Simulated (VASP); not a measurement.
# BiS (Cmcm) in VASP: notebook

The runs below take BiS through single point, relaxation of cell and atoms, with PBE.

All numbers are computed with VASP 6.6.1; they aren't measurements. Logs are shortened: lines on timing, memory, paths and dates and some standing lists are left out, and cuts for length are marked.

### 1 The cell of the first run

The structure is orthorhombic, space group Cmcm (No. 63). The conventional cell has a = 4.163 Å, b = 11.581 Å, c = 4.321 Å, α = 90.00°, β = 90.00°, γ = 90.00°. Within 4.1 Å of Bi (site symmetry m2m) lie 7 S at 3.13 to 3.52 Å and 4 Bi at 3.27 Å. Within 3.1 Å of S (site symmetry m2m) lie 2 S at 2.31 Å.

### 2 Single point, PBE

File INCAR:

```
PREC = Accurate
ENCUT = 520
EDIFF = 1E-6
ISMEAR = 0
SIGMA = 0.1
LREAL = False
LASPH = True
NELM = 80
ALGO = Normal
ISIF = 2
LWAVE = False
LCHARG = False
GGA = PE
NBANDS = 29
```

File KPOINTS:

```
Automatic mesh
0
Gamma
  4 4 4
```

File POSCAR:

```
BiS
1.0
    2.0815041420     -5.7904774979      0.0000000000
    2.0815041420      5.7904774979      0.0000000000
    0.0000000000      0.0000000000      4.3213044187
Bi S
2 2
Direct
    0.8060554215      0.1939445785      0.7500000000
    0.1939445785      0.8060554215      0.2500000000
    0.5355023373      0.4644976627      0.7500000000
    0.4644976627      0.5355023373      0.2500000000
```

Potentials or basis: VASP PAW PBE potentials, release 64 (Bi_d, S).

Run with:

```sh
> cat potpaw_PBE.64/Bi_d/POTCAR potpaw_PBE.64/S/POTCAR > POTCAR
> mpirun -np 1 vasp_std > vasp.out
```

OUTCAR:

```text
PREC = Accurate
   ENCUT = 520
   EDIFF = 1E-6
   ISMEAR = 0
   LREAL = False
   LASPH = True
   NELM = 80
   ISIF = 2
   GGA = PE

 ion  position               nearest neighbor table
   1  0.806  0.194  0.750-   3 3.13   2 3.27   2 3.27   2 3.27   2 3.27
   2  0.194  0.806  0.250-   4 3.13   1 3.27   1 3.27   1 3.27   1 3.27
   3  0.536  0.464  0.750-   4 2.31   4 2.31   1 3.13
   4  0.464  0.536  0.250-   3 2.31   3 2.31   2 3.13

  LATTYP: Found a base centered orthorhombic cell.
 ALAT       =     4.1630082840
 B/A-ratio  =     2.7818717153
 C/A-ratio  =     1.0380244583

  Lattice vectors:

 A1 = (   2.0815041420,  -5.7904774979,   0.0000000000)
 A2 = (   2.0815041420,   5.7904774979,   0.0000000000)
 A3 = (   0.0000000000,   0.0000000000,   4.3213044187)

Analysis of symmetry for initial positions (statically):
=====================================================================
 Subroutine PRICEL returns:
 Original cell was already a primitive cell.

 Routine SETGRP: Setting up the symmetry group for a
 base centered orthorhombic supercell.

 Subroutine GETGRP returns: Found  8 space group operations
 (whereof  4 operations were pure point group operations)
 out of a pool of  8 trial point group operations.

The static configuration has the point symmetry C_2h.
 The point group associated with its full space group is D_2h.

Analysis of symmetry for dynamics (positions and initial velocities):
=====================================================================
 Subroutine PRICEL returns:
 Original cell was already a primitive cell.

 Routine SETGRP: Setting up the symmetry group for a
 base centered orthorhombic supercell.

 Subroutine GETGRP returns: Found  8 space group operations
 (whereof  4 operations were pure point group operations)
 out of a pool of  8 trial point group operations.

The dynamic configuration has the point symmetry C_2h.
 The point group associated with its full space group is D_2h.

 Subroutine INISYM returns: Found  8 space group operations
 (whereof  4 operations are pure point group operations),
 and found     1 'primitive' translations

----------------------------------------------------------------------------------------

                                     Primitive cell

  volume of cell :     104.1685

  direct lattice vectors                    reciprocal lattice vectors
     2.081504142 -5.790477498  0.000000000     0.240210908 -0.086348665  0.000000000
     2.081504142  5.790477498  0.000000000     0.240210908  0.086348665  0.000000000
     0.000000000  0.000000000  4.321304419     0.000000000  0.000000000  0.231411607

  length of vectors
     6.153234040  6.153234040  4.321304419     0.255259421  0.255259421  0.231411607

  position of ions in fractional coordinates (direct lattice)
     0.806055421  0.193944579  0.750000000
     0.193944579  0.806055421  0.250000000
     0.535502337  0.464497663  0.750000000
     0.464497663  0.535502337  0.250000000

  ion indices of the primitive-cell ions
   primitive index   ion index
                 1           1
                 2           2
                 3           3
                 4           4

----------------------------------------------------------------------------------------

 KPOINTS: Automatic mesh

Automatic generation of k-mesh.
 Grid dimensions read from file:
 generate k-points for:    4    4    4

 Generating k-lattice:

  Cartesian coordinates                     Fractional coordinates (reciprocal lattice)
     0.060052727 -0.021587166  0.000000000     0.250000000  0.000000000  0.000000000
     0.060052727  0.021587166  0.000000000     0.000000000  0.250000000  0.000000000
     0.000000000  0.000000000  0.057852902     0.000000000  0.000000000  0.250000000

  Length of vectors
     0.063814855  0.063814855  0.057852902

  Shift w.r.t. Gamma in fractional coordinates (k-lattice)
     0.000000000  0.000000000  0.000000000

 Subroutine IBZKPT returns following result:
 ===========================================

 Found     21 irreducible k-points:

 Following reciprocal coordinates:
            Coordinates               Weight
  0.000000  0.000000  0.000000      1.000000
  0.250000  0.000000  0.000000      4.000000
  0.500000  0.000000  0.000000      2.000000
  0.250000  0.250000  0.000000      2.000000
  0.500000  0.250000  0.000000      4.000000
 -0.250000  0.250000  0.000000      2.000000
[... 13 lines left out ...]
 -0.250000  0.250000  0.500000      2.000000
  0.500000  0.500000  0.500000      1.000000
   k-points           NKPTS =     21   k-points in BZ     NKDIM =     21   number of bands    NBANDS=     29
   number of dos      NEDOS =    301   number of ions     NIONS =      4
   total plane-waves  NPLWV =  73728
   dimension x,y,z NGX =    48 NGY =   48 NGZ =   32
   dimension x,y,z NGXF=    96 NGYF=   96 NGZF=   64
   ions per type =               2   2
   NGX,Y,Z   is equivalent  to a cutoff of  12.97, 12.97, 12.31 a.u.
   NGXF,Y,Z  is equivalent  to a cutoff of  25.94, 25.94, 24.62 a.u.
 SYSTEM =  unknown system
   PREC   = accura    normal or accurate (medium, high low for compatibility)
   ISTART =      0    job   : 0-new  1-cont  2-samecut
   ICHARG =      2    charge: 1-file 2-atom 10-const
   ISPIN  =      1    spin polarized calculation?
   LNONCOLLINEAR =      F non collinear calculations
   LSORBIT =      F    spin-orbit coupling
   LASPH  =      T    aspherical Exc in radial PAW
   ENCUT  =  520.0 eV  38.22 Ry    6.18 a.u.  11.44 11.44  8.03*2*pi/ulx,y,z
   NELM   =     80;   NELMIN=  2; NELMDL= -5     # of ELM steps
   EDIFF  = 0.1E-05   stopping-criterion for ELM
   LREAL  =      F    real-space projection
   EDIFFG = 0.1E-04   stopping-criterion for IOM
   NSW    =      0    number of steps for IOM
   IBRION =     -1    ionic relax: 0-MD 1-quasi-New 2-CG
   NFREE  =      0    steps in history (QN), initial steepest desc. (CG)
   ISIF   =      2    stress and relaxation
   ISYM   =      2    0-nonsym 1-usesym 2-fastsym
   POTIM  = 0.5000    time-step for ionic-motion
   TEBEG  =    0.0;   TEEND  =   0.0 temperature during run
   PSTRESS=    0.0 pullay stress
   NELECT =      42.0000    total number of electrons
   NUPDOWN=      -1.0000    fix difference up-down
   EMIN   =  10.00;   EMAX   =-10.00  energy-range for DOS
   EFERMI =   0.00;   METHOD = LEGACY
   ISMEAR =     0;   SIGMA  =   0.10  broadening in eV -4-tet -1-fermi 0-gaus
   EFERMI_NEDOS =   21; number of points for ismear=-14 and -15
   IALGO  =     38    algorithm
   IMIX   =      4    mixing-type and parameters
     AMIX     =   0.40;   BMIX     =  1.00
     AMIX_MAG =   1.60;   BMIX_MAG =  1.00
  volume/ion in A,a.u.               =      26.04       175.74
  Fermi-wavevector in a.u.,A,eV,Ry     =   1.209425  2.285483 19.901375  1.462710
  Thomas-Fermi vector in A             =   2.345003
   LORBIT       =      0    0 simple, 1 ext, 2 COOP (PROOUT), +10 PAW based schemes
   GGA     = PE    functional components
   LHFCALC =     F    Hartree Fock is set to
   AEXX    =    0.0000 exact exchange contribution
   IVDW    =     0    specifies the selected vdW correction
   LEPSILON=     F    determine dielectric tensor
   LRPA    =     F    only Hartree local field effects (RPA)
 non-spin polarized calculation
 Gauss-broadening in eV      SIGMA  =   0.10
  energy-cutoff  :      520.00
  volume of cell :      104.17
 maximum number of plane-waves:      2824
 NGX is ok and might be reduce to    48
   NGX = 23   NGY = 23   NGZ = 17

 number of electron      42.0000003 magnetization

 Free energy of the ion-electron system (eV)
  ---------------------------------------------------
  ext. energy  EPLUGINS =         0.00000000
  ---------------------------------------------------
  free energy    TOTEN  =       -14.89980776 eV

  energy without entropy =      -14.88829786  energy(sigma->0) =      -14.89405281

 E-fermi :   6.5094     XC(G=0):  -9.9392

 val. band max:        6.5074886309   @ k =   0.2500   0.0000   0.0000
 cond. band min:       6.5715854246   @ k =   0.5000   0.0000   0.0000
 fundamental gap:      0.0640967937
 Fermi energy:         6.5093735024

 k-point     1 :       0.0000    0.0000    0.0000
  band No.  band energies     occupation
      1     -16.5788      2.00000
      2     -16.5395      2.00000
      3     -16.5378      2.00000
      4     -16.5211      2.00000
      5     -16.5181      2.00000
      6     -16.5124      2.00000
[... 21 lines left out ...]
     28      12.6822      0.00000
     29      14.0619      0.00000

 k-point     2 :       0.2500    0.0000    0.0000
  band No.  band energies     occupation
      1     -16.5930      2.00000
      2     -16.5696      2.00000
      3     -16.5569      2.00000
      4     -16.5426      2.00000
      5     -16.4926      2.00000
      6     -16.4727      2.00000
[... 21 lines left out ...]
     28      13.0796      0.00000
     29      13.3755      0.00000

 k-point     3 :       0.5000    0.0000    0.0000
  band No.  band energies     occupation
      1     -16.5878      2.00000
      2     -16.5873      2.00000
      3     -16.5752      2.00000
      4     -16.5739      2.00000
      5     -16.4512      2.00000
      6     -16.4506      2.00000
[... 21 lines left out ...]
     28      13.3139      0.00000
     29      13.8124      0.00000

 k-point     4 :       0.2500    0.2500    0.0000
  band No.  band energies     occupation
      1     -16.5879      2.00000
      2     -16.5872      2.00000
      3     -16.5755      2.00000
      4     -16.5737      2.00000
      5     -16.4515      2.00000
      6     -16.4504      2.00000
[... 501 lines left out ...]
     28      13.3712      0.00000
     29      14.8186      0.00000

 k-point    20 :      -0.2500    0.2500    0.5000
  band No.  band energies     occupation
      1     -16.5790      2.00000
      2     -16.5790      2.00000
      3     -16.5701      2.00000
      4     -16.5701      2.00000
      5     -16.4620      2.00000
      6     -16.4620      2.00000
[... 21 lines left out ...]
     28      12.0168      0.00000
     29      14.5957      0.00000

 k-point    21 :       0.5000    0.5000    0.5000
  band No.  band energies     occupation
      1     -16.5781      2.00000
      2     -16.5781      2.00000
      3     -16.5699      2.00000
      4     -16.5699      2.00000
      5     -16.4624      2.00000
      6     -16.4624      2.00000
[... 21 lines left out ...]
     28      13.0399      0.00000
     29      13.4350      0.00000

------------------------ aborting loop because EDIFF is reached ----------------------------------------

  FORCE on cell =-STRESS in cart. coord.  units (eV):
  Direction    XX          YY          ZZ          XY          YZ          ZX
  --------------------------------------------------------------------------------------
  -------------------------------------------------------------------------------------
  Total        0.0343311     -0.2035160     -0.1580825      0.0000000      0.0000000      0.0000000
  in kB        0.5280343     -3.1302036     -2.4314082      0.0000000      0.0000000      0.0000000
  external PRESSURE =      -1.6778592 kB  Pullay stress =       0.0000000 kB

 VOLUME and BASIS-vectors are now :
 -----------------------------------------------------------------------------
  energy-cutoff  :      520.00
  volume of cell :      104.17
      direct lattice vectors                 reciprocal lattice vectors
     2.081504142 -5.790477498  0.000000000     0.240210908 -0.086348665  0.000000000
     2.081504142  5.790477498  0.000000000     0.240210908  0.086348665  0.000000000
     0.000000000  0.000000000  4.321304419     0.000000000  0.000000000  0.231411607

 POSITION                                       TOTAL-FORCE (eV/Angst)
 -----------------------------------------------------------------------------------
      2.08150     -3.54441      3.24098         0.000000      0.017382     -0.000000
      2.08150      3.54441      1.08033         0.000000     -0.017382      0.000000
      2.08150     -0.41115      3.24098         0.000000      0.031789     -0.000000
      2.08150      0.41115      1.08033         0.000000     -0.031789     -0.000000
 -----------------------------------------------------------------------------------
    total drift:                                0.000000      0.000000      0.000000

  FREE ENERGIE OF THE ION-ELECTRON SYSTEM (eV)
  ---------------------------------------------------
  free  energy   TOTEN  =       -14.8998077624 eV

  energy  without entropy=      -14.8882978584  energy(sigma->0) =      -14.89405281
```

Wall time 43 s (1 thread of Intel Xeon Platinum 8488C (Sapphire Rapids), shared host); peak memory 0.27 GiB.

Results:

```
Free energy            : -14.8998 eV
Pressure               : -0.2 GPa
Largest force          : 0.032 eV/Å
Band gap on the k mesh : zero (band 21 reaches 7.66 eV, above the bottom of band 22 at 6.30 eV)
```

Forces in eV/Å, atoms in the order of the input:
```
Bi   0.000  0.017  0.000
Bi   0.000 -0.017  0.000
S    0.000  0.032  0.000
S    0.000 -0.032  0.000
```

Levels at points of the mesh, in eV from the Fermi level:
```csv
k point,band 18,band 19,band 20,band 21,band 22,band 23,band 24,band 25
"(0.00, 0.00, 0.00)",-2.36,-1.70,-1.53,0.41,0.44,1.58,2.34,4.20
"(0.50, 0.00, 0.00)",-2.83,-1.18,-0.69,0.06,0.07,0.45,2.36,2.45
"(0.50, 0.50, 0.00)",-2.75,-2.13,-0.44,-0.01,0.59,1.08,3.21,3.36
"(0.00, 0.00, 0.50)",-2.16,-0.87,-0.87,0.56,0.56,1.33,1.33,2.38
"(0.50, 0.00, 0.50)",-4.26,-2.22,-2.22,0.13,0.13,1.59,1.59,3.30
"(0.50, 0.50, 0.50)",-2.36,-1.84,-1.84,1.15,1.15,1.19,1.19,1.90
```

Caveat: the k points lie up to 0.40 Å⁻¹ apart; spin-orbit coupling is left out, which moves the levels of the heavy elements.

(Continued in part 2 of 2.)
